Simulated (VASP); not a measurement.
Write the native input for VASP 6.6.1 that does the following.

```yaml
Task: single point
Functional: PBE
Potentials_or_basis: VASP PAW PBE potentials, release 64 (Fe)
Cutoff: 520 eV
k_mesh: 12 × 6 × 12
Occupations: fermi-dirac, width 0.1 eV
Spin: collinear spin, ferromagnetic start
Starting_moments: "[4.0, 4.0] μB"
Hubbard_terms: Fe d U = 3.3 eV
Dipole_correction: no
Further_INCAR_settings: ALGO = Normal; EDIFF = 1e-06; NBANDS = 19
```

The structure of Fe lies in POSCAR:

```
Fe
1.0
   -1.4550000000      1.4550000000      1.4550000000
    2.9100000000     -2.9100000000      2.9100000000
    1.4550000000      1.4550000000     -1.4550000000
Fe
2
Direct
    0.0000000000      0.0000000000      0.0000000000
    0.0000000000      0.5000000000      0.0000000000
```

One way to write it, as run:

INCAR

```
PREC = Accurate
ENCUT = 520
EDIFF = 1E-6
ISMEAR = -1
SIGMA = 0.1
LREAL = False
LASPH = True
NELM = 150
ALGO = Normal
ISIF = 2
LWAVE = False
LCHARG = False
ISPIN = 2
MAGMOM = 4 4
LORBIT = 11
LMAXMIX = 4
LDAU = True
LDAUTYPE = 2
LDAUL = 2
LDAUU = 3.3
LDAUJ = 0
LDAUPRINT = 1
GGA = PE
NBANDS = 19
```

KPOINTS

```
Automatic mesh
0
Gamma
  12 6 12
```

Potentials or basis: VASP PAW PBE potentials, release 64 (Fe).

Command:

```console
$ cat potpaw_PBE.64/Fe/POTCAR > POTCAR
$ mpirun -np 1 vasp_std > vasp.out
```

It gave:

```json
{"Pressure": "2.9 GPa", "Net moment": "5.64 μB per cell", "Site moments": "Fe +2.92 μB", "Valence electrons inside the program's atomic spheres": "Fe 7.14"}
```

Caveat: the U is typed as a test and isn't derived for this compound.

Run time: 2.2 min on 1 thread of Intel(R) Xeon(R) Platinum 8259CL CPU @ 2.50GHz (Skylake/Cascade Lake), with other jobs on the host, peak memory 0.23 GiB.
